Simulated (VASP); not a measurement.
# MgO (Fm-3m) in VASP: single point with HSE06

Aim: the single point of MgO with HSE06.

All numbers are computed with VASP 6.6.1; they aren't measurements. Logs are shortened: lines on timing, memory, paths and dates and some standing lists are left out, and cuts for length are marked.

## 1. The cell of the first run

Symmetry: Fm-3m, No. 225, cubic system. Conventional cell: a = 4.402 Å, b = 4.402 Å, c = 4.402 Å, α = 90.00°, β = 90.00°, γ = 90.00°. Within 2.9 Å of Mg (site symmetry m-3m) lie 6 O at 2.20 Å. Within 2.9 Å of O (site symmetry m-3m) lie 6 Mg at 2.20 Å.

## 2. Single point, HSE06 (strain +4.7%)

POSCAR

```
MgO
1.0
    0.0000000000      2.2007597060      2.2007597060
    2.2007597060      0.0000000000      2.2007597060
    2.2007597060      2.2007597060      0.0000000000
Mg O
1 1
Direct
    0.0000000000      0.0000000000      0.0000000000
    0.5000000000      0.5000000000      0.5000000000
```

INCAR.step1

```
SYSTEM = MgO
ALGO = Normal ; EDIFF = 1E-5
ENCUT = 520 ; GGA = PE
ISIF = 2 ; ISMEAR = 0
LASPH = .True. ; LCHARG = .False.
LREAL = .False. ; LWAVE = .True.
NBANDS = 11 ; NELM = 80
PREC = Accurate ; SIGMA = 0.01
```

INCAR.step2

```
SYSTEM = MgO
ALGO = Normal ; EDIFF = 1E-6
ENCUT = 520 ; GGA = PE
HFSCREEN = 0.2079 ; ISIF = 2
ISMEAR = 0 ; ISTART = 1
LASPH = .True. ; LCHARG = .False.
LHFCALC = .True. ; LREAL = .False.
LWAVE = .False. ; NBANDS = 11
NELM = 80 ; PREC = Accurate
PRECFOCK = Normal ; SIGMA = 0.01
```

KPOINTS

```
k-points
0
Gamma
  8 8 8
  0 0 0
```

Potentials or basis: VASP PAW PBE potentials, release 64 (Mg, O).

The run is started by

```
> cat potpaw_PBE.64/Mg/POTCAR potpaw_PBE.64/O/POTCAR > POTCAR
> cp INCAR.step1 INCAR
> mpirun -np 1 vasp_std > vasp.out
> cp INCAR.step2 INCAR
> mpirun -np 1 vasp_std > vasp.out
```

OUTCAR:

```text
SYSTEM = MgO
   EDIFF = 1E-6
   ENCUT = 520
   GGA = PE
   HFSCREEN = 0.2079
   ISIF = 2
   ISMEAR = 0
   ISTART = 1
   LASPH = .True.
   LHFCALC = .True.
   LREAL = .False.
   NELM = 80
   PREC = Accurate
   PRECFOCK = Normal

 ion  position               nearest neighbor table
   1  0.000  0.000  0.000-   2 2.20   2 2.20   2 2.20   2 2.20   2 2.20   2 2.20
   2  0.500  0.500  0.500-   1 2.20   1 2.20   1 2.20   1 2.20   1 2.20   1 2.20

  LATTYP: Found a face centered cubic cell.
 ALAT       =     4.4015194120

  Lattice vectors:

 A1 = (   0.0000000000,   2.2007597060,   2.2007597060)
 A2 = (   2.2007597060,   0.0000000000,   2.2007597060)
 A3 = (   2.2007597060,   2.2007597060,   0.0000000000)

Analysis of symmetry for initial positions (statically):
=====================================================================
 Subroutine PRICEL returns:
 Original cell was already a primitive cell.

 Routine SETGRP: Setting up the symmetry group for a
 face centered cubic supercell.

 Subroutine GETGRP returns: Found 48 space group operations
 (whereof 48 operations were pure point group operations)
 out of a pool of 48 trial point group operations.

The static configuration has the point symmetry O_h .

Analysis of symmetry for dynamics (positions and initial velocities):
=====================================================================
 Subroutine PRICEL returns:
 Original cell was already a primitive cell.

 Routine SETGRP: Setting up the symmetry group for a
 face centered cubic supercell.

 Subroutine GETGRP returns: Found 48 space group operations
 (whereof 48 operations were pure point group operations)
 out of a pool of 48 trial point group operations.

The dynamic configuration has the point symmetry O_h .

 Subroutine INISYM returns: Found 48 space group operations
 (whereof 48 operations are pure point group operations),
 and found     1 'primitive' translations

----------------------------------------------------------------------------------------

                                     Primitive cell

  volume of cell :      21.3181

  direct lattice vectors                    reciprocal lattice vectors
     0.000000000  2.200759706  2.200759706    -0.227194272  0.227194272  0.227194272
     2.200759706  0.000000000  2.200759706     0.227194272 -0.227194272  0.227194272
     2.200759706  2.200759706  0.000000000     0.227194272  0.227194272 -0.227194272

  length of vectors
     3.112344224  3.112344224  3.112344224     0.393512023  0.393512023  0.393512023

  position of ions in fractional coordinates (direct lattice)
     0.000000000  0.000000000  0.000000000
     0.500000000  0.500000000  0.500000000

  ion indices of the primitive-cell ions
   primitive index   ion index
                 1           1
                 2           2

----------------------------------------------------------------------------------------

 KPOINTS: k-points

Automatic generation of k-mesh.
 Grid dimensions read from file:
 generate k-points for:    8    8    8

 Generating k-lattice:

  Cartesian coordinates                     Fractional coordinates (reciprocal lattice)
    -0.028399284  0.028399284  0.028399284     0.125000000  0.000000000  0.000000000
     0.028399284 -0.028399284  0.028399284     0.000000000  0.125000000  0.000000000
     0.028399284  0.028399284 -0.028399284     0.000000000  0.000000000  0.125000000

  Length of vectors
     0.049189003  0.049189003  0.049189003

  Shift w.r.t. Gamma in fractional coordinates (k-lattice)
     0.000000000  0.000000000  0.000000000

 Subroutine IBZKPT returns following result:
 ===========================================

 Found     29 irreducible k-points:

 Following reciprocal coordinates:
            Coordinates               Weight
  0.000000  0.000000  0.000000      1.000000
  0.125000  0.000000  0.000000      8.000000
  0.250000  0.000000  0.000000      8.000000
  0.375000  0.000000  0.000000      8.000000
  0.500000  0.000000  0.000000      4.000000
  0.125000  0.125000  0.000000      6.000000
[... 16 lines left out ...]
  0.500000  0.250000  0.125000     48.000000
 -0.375000  0.250000  0.125000     24.000000
 [... further k-points ...]
   k-points           NKPTS =     29   k-points in BZ     NKDIM =    512   number of bands    NBANDS=     11
   number of dos      NEDOS =    301   number of ions     NIONS =      2
   total plane-waves  NPLWV =  13824
   dimension x,y,z NGX =    24 NGY =   24 NGZ =   24
   dimension x,y,z NGXF=    48 NGYF=   48 NGZF=   48
   ions per type =               1   1
   NGX,Y,Z   is equivalent  to a cutoff of  12.82, 12.82, 12.82 a.u.
   NGXF,Y,Z  is equivalent  to a cutoff of  25.64, 25.64, 25.64 a.u.
 SYSTEM =  MgO
   PREC   = accura    normal or accurate (medium, high low for compatibility)
   ISTART =      1    job   : 0-new  1-cont  2-samecut
   ICHARG =      0    charge: 1-file 2-atom 10-const
   ISPIN  =      1    spin polarized calculation?
   LNONCOLLINEAR =      F non collinear calculations
   LSORBIT =      F    spin-orbit coupling
   LASPH  =      T    aspherical Exc in radial PAW
   ENCUT  =  520.0 eV  38.22 Ry    6.18 a.u.   5.79  5.79  5.79*2*pi/ulx,y,z
   NELM   =     80;   NELMIN=  2; NELMDL=  0     # of ELM steps
   EDIFF  = 0.1E-05   stopping-criterion for ELM
   LREAL  =      F    real-space projection
   EDIFFG = 0.1E-04   stopping-criterion for IOM
   NSW    =      0    number of steps for IOM
   IBRION =     -1    ionic relax: 0-MD 1-quasi-New 2-CG
   NFREE  =      0    steps in history (QN), initial steepest desc. (CG)
   ISIF   =      2    stress and relaxation
   ISYM   =      3    0-nonsym 1-usesym 2-fastsym
   POTIM  = 0.5000    time-step for ionic-motion
   TEBEG  =    0.0;   TEEND  =   0.0 temperature during run
   PSTRESS=    0.0 pullay stress
   NELECT =       8.0000    total number of electrons
   NUPDOWN=      -1.0000    fix difference up-down
   EMIN   =  10.00;   EMAX   =-10.00  energy-range for DOS
   EFERMI =   0.00;   METHOD = LEGACY
   ISMEAR =     0;   SIGMA  =   0.01  broadening in eV -4-tet -1-fermi 0-gaus
   EFERMI_NEDOS =   21; number of points for ismear=-14 and -15
   IALGO  =     38    algorithm
   IMIX   =      1    mixing-type and parameters
     AMIX     =   0.40;   BMIX     =  1.00
     AMIX_MAG =   1.60;   BMIX_MAG =  1.00
  volume/ion in A,a.u.               =      10.66        71.93
  Fermi-wavevector in a.u.,A,eV,Ry     =   1.180834  2.231453 18.971543  1.394369
  Thomas-Fermi vector in A             =   2.317119
   LORBIT       =      0    0 simple, 1 ext, 2 COOP (PROOUT), +10 PAW based schemes
   GGA     = PE    functional components
   LHFCALC =     T    Hartree Fock is set to
   PRECFOCK=normal    Normal, Fast or Accurate (Low or Medium for compatibility)
   ENCUT4O =  -1.0   cutoff for four orbital integrals eV
   NKREDX  =     1    reduce k-point grid by
   NKREDY  =     1    reduce k-point grid by
   NKREDZ  =     1    reduce k-point grid by
   AEXX    =    0.2500 exact exchange contribution
   HFSCREEN=    0.2079 screening length (either q_TF or 0.3 A-1)
   HFSCREENC=   0.2079 screening length for correlation (either q_TF or 0.3 A-1)
   ENCUTFOCK=  -1.0 apply spherical cutoff to Coloumb kernel
   IVDW    =     0    specifies the selected vdW correction
   LEPSILON=     F    determine dielectric tensor
   LRPA    =     F    only Hartree local field effects (RPA)
 non-spin polarized calculation
 Gauss-broadening in eV      SIGMA  =   0.01
  energy-cutoff  :      520.00
  volume of cell :       21.32
 maximum number of plane-waves:       588
  NGX = 18; NGY = 18; NGZ = 18

 number of electron       7.9999996 magnetization

 Free energy of the ion-electron system (eV)
  ---------------------------------------------------
  ext. energy  EPLUGINS =         0.00000000
  ---------------------------------------------------
  free energy    TOTEN  =       -14.03574385 eV

  energy without entropy =      -14.03574385  energy(sigma->0) =      -14.03574385

 E-fermi :   1.1243     XC(G=0):  -8.6201

 val. band max:        1.0764488184   @ k =   0.0000   0.0000   0.0000
 cond. band min:       6.2114702245   @ k =   0.0000   0.0000   0.0000
 fundamental gap:      5.1350214061
 Fermi energy:         1.1242922546

 k-point     1 :       0.0000    0.0000    0.0000
  band No.  band energies     occupation
      1     -17.1151      2.00000
      2       1.0764      2.00000
      3       1.0764      2.00000
      4       1.0764      2.00000
      5       6.2115      0.00000
      6      17.9846      0.00000
      7      17.9846      0.00000
      8      17.9846      0.00000
      9      21.5608      0.00000
     10      23.3602      0.00000
     11      23.3602      0.00000

 k-point     2 :       0.1250    0.0000    0.0000
  band No.  band energies     occupation
      1     -16.9807      2.00000
      2       0.1596      2.00000
      3       0.9866      2.00000
      4       0.9866      2.00000
      5       7.1453      0.00000
      6      16.3210      0.00000
      7      18.2851      0.00000
      8      18.2851      0.00000
      9      22.1599      0.00000
     10      22.1599      0.00000
     11      23.3619      0.00000

 k-point     3 :       0.2500    0.0000    0.0000
  band No.  band energies     occupation
      1     -16.6351      2.00000
      2      -1.4675      2.00000
      3       0.7783      2.00000
      4       0.7783      2.00000
      5       8.7124      0.00000
      6      14.6949      0.00000
      7      18.5496      0.00000
      8      18.5496      0.00000
      9      21.8230      0.00000
     10      21.8230      0.00000
     11      23.0555      0.00000

 k-point     4 :       0.3750    0.0000    0.0000
  band No.  band energies     occupation
      1     -16.2555      2.00000
      2      -2.7758      2.00000
      3       0.5812      2.00000
      4       0.5812      2.00000
      5       9.6508      0.00000
      6      14.2537      0.00000
      7      18.1842      0.00000
      8      18.1842      0.00000
      9      22.3424      0.00000
     10      23.1549      0.00000
     11      23.1549      0.00000

 k-point     5 :       0.5000    0.0000    0.0000
  band No.  band energies     occupation
      1     -16.0859      2.00000
      2      -3.2746      2.00000
      3       0.5026      2.00000
      4       0.5026      2.00000
      5       9.8504      0.00000
      6      14.3531      0.00000
      7      17.9716      0.00000
      8      17.9716      0.00000
      9      22.0917      0.00000
     10      24.1478      0.00000
     11      24.1478      0.00000
[... 211 lines left out ...]
 k-point    21 :       0.5000    0.5000    0.0000
  band No.  band energies     occupation
      1     -15.8610      2.00000
      2      -2.7608      2.00000
      3      -0.2088      2.00000
      4      -0.2088      2.00000
      5      11.4561      0.00000
      6      11.6651      0.00000
      7      14.9646      0.00000
      8      20.3867      0.00000
      9      20.3867      0.00000
     10      26.2253      0.00000
     11      28.3885      0.00000

 k-point    22 :       0.3750    0.2500    0.1250
  band No.  band energies     occupation
      1     -16.3877      2.00000
      2      -1.7966      2.00000
      3       0.0128      2.00000
      4       0.5225      2.00000
      5      10.1055      0.00000
      6      13.7869      0.00000
      7      16.6537      0.00000
      8      19.1629      0.00000
      9      19.9737      0.00000
     10      24.0821      0.00000
     11      26.8544      0.00000

 k-point    23 :       0.5000    0.2500    0.1250
  band No.  band energies     occupation
      1     -16.0890      2.00000
      2      -2.4242      2.00000
      3      -0.5134      2.00000
      4       0.2894      2.00000
      5      11.2912      0.00000
      6      13.7264      0.00000
      7      15.5074      0.00000
      8      18.7029      0.00000
      9      21.3989      0.00000
     10      23.9405      0.00000
     11      27.1113      0.00000

 k-point    24 :      -0.3750    0.2500    0.1250
  band No.  band energies     occupation
      1     -15.9586      2.00000
      2      -2.6824      2.00000
      3      -0.7032      2.00000
      4       0.1758      2.00000
      5      11.6221      0.00000
      6      14.0207      0.00000
      7      15.1567      0.00000
      8      18.4423      0.00000
      9      22.1302      0.00000
     10      23.5785      0.00000
     11      27.3023      0.00000

 [... further k-points ...]
[... 5 lines left out ...]
  --------------------------------------------------------------------------------------
  -------------------------------------------------------------------------------------
  Total       -2.3947574     -2.3947574     -2.3947574     -0.0000000      0.0000000      0.0000000
  in kB     -179.9799960   -179.9799960   -179.9799960     -0.0000000      0.0000000      0.0000000
  external PRESSURE =    -179.9799960 kB  Pullay stress =       0.0000000 kB

 VOLUME and BASIS-vectors are now :
 -----------------------------------------------------------------------------
  energy-cutoff  :      520.00
  volume of cell :       21.32
      direct lattice vectors                 reciprocal lattice vectors
     0.000000000  2.200759706  2.200759706    -0.227194272  0.227194272  0.227194272
     2.200759706  0.000000000  2.200759706     0.227194272 -0.227194272  0.227194272
     2.200759706  2.200759706  0.000000000     0.227194272  0.227194272 -0.227194272

 POSITION                                       TOTAL-FORCE (eV/Angst)
 -----------------------------------------------------------------------------------
      0.00000      0.00000      0.00000        -0.000000      0.000000      0.000000
      2.20076      2.20076      2.20076         0.000000      0.000000     -0.000000
 -----------------------------------------------------------------------------------
    total drift:                                0.000057     -0.000417     -0.000553

  FREE ENERGIE OF THE ION-ELECTRON SYSTEM (eV)
  ---------------------------------------------------
  free  energy   TOTEN  =       -14.0357438496 eV

  energy  without entropy=      -14.0357438496  energy(sigma->0) =      -14.03574385
```

Run time: 30 min. Hardware: 1 thread of Intel Xeon Platinum 8259CL at 2.50GHz (Skylake/Cascade Lake), shared host; peak memory 0.26 GiB.

Results:

```
Free energy            : -14.0357 eV
Pressure               : -18.0 GPa
Band gap on the k mesh : 5.14 eV
```

Caveat: the cell differs from its parent crystal (strain +4.7%); the cell stands under tension; the PAW data sets were made with another functional, which shifts forces and pressure a little.
